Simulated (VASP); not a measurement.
The system is B4MoRu.

```xyz
6
Lattice="4.1661 0.0000 0.0000 0.0000 4.1661 0.0000 0.0000 0.0000 4.1661" Properties=species:S:1:pos:R:3 pbc="T T T"
B     2.9747    2.9747    2.9747
B     1.1914    1.1914    2.9747
B     1.1914    2.9747    1.1914
B     2.9747    1.1914    1.1914
Mo    0.0000    0.0000    0.0000
Ru    2.0830    2.0830    2.0830
```

```yaml
Program: VASP 6.6.1
Task: relaxation of cell and atoms
Functional: PBE
Potentials_or_basis: VASP PAW PBE potentials, release 64 (B, Mo_sv, Ru_pv)
Cutoff: 600 eV
k_mesh: 4 × 4 × 4
Occupations: gaussian, width 0.1 eV
Spin: no spin polarisation
```

At the start: pressure 90.3 GPa; volume 12.05 Å³/atom.

Q: Where does the relaxation end?

A: Over 12 steps the energy falls by 1871.5 meV/atom and the volume is 16.44 Å³/atom (+36.4 %); space group P-43m (No. 215, to 0.05 Å).

The path:
```tsv
step	energy change (eV)	largest force (eV/Å)	pressure (GPa)	volume (Å³)
1	0.0000	18.2265	90.34	72.31
2	10.6382	14.8634	22.87	169.28
3	4.2682	11.0129	14.15	143.74
4	-0.1428	9.7704	8.80	126.70
5	-8.0724	7.1543	8.07	96.98
6	-9.8833	3.1142	22.32	84.04
7	-10.9077	0.2338	-8.92	108.93
8	-11.2075	0.5163	-1.50	99.81
9	-11.2077	0.5520	-1.16	99.47
10	-11.2263	0.1329	0.87	97.87
11	-11.2286	0.0437	0.34	98.27
12	-11.2291	0.0039	-0.04	98.62
```

Final structure:
```cif
data_structure
_symmetry_space_group_name_H-M 'P 1'
_symmetry_Int_Tables_number 1
_cell_length_a 4.6202
_cell_length_b 4.6202
_cell_length_c 4.6202
_cell_angle_alpha 90.000
_cell_angle_beta 90.000
_cell_angle_gamma 90.000
_cell_volume 98.62
loop_
_atom_site_label
_atom_site_type_symbol
_atom_site_fract_x
_atom_site_fract_y
_atom_site_fract_z
_atom_site_occupancy
B1 B 0.74164 0.74164 0.74164 1
B2 B 0.25836 0.25836 0.74164 1
B3 B 0.25836 0.74164 0.25836 1
B4 B 0.74164 0.25836 0.25836 1
Mo1 Mo 0.00000 0.00000 0.00000 1
Ru1 Ru 0.50000 0.50000 0.50000 1
```

Caveat: the k points lie up to 0.34 Å⁻¹ apart in the final cell; the volume moved by over 15 % at a fixed basis, so the end points are rough.
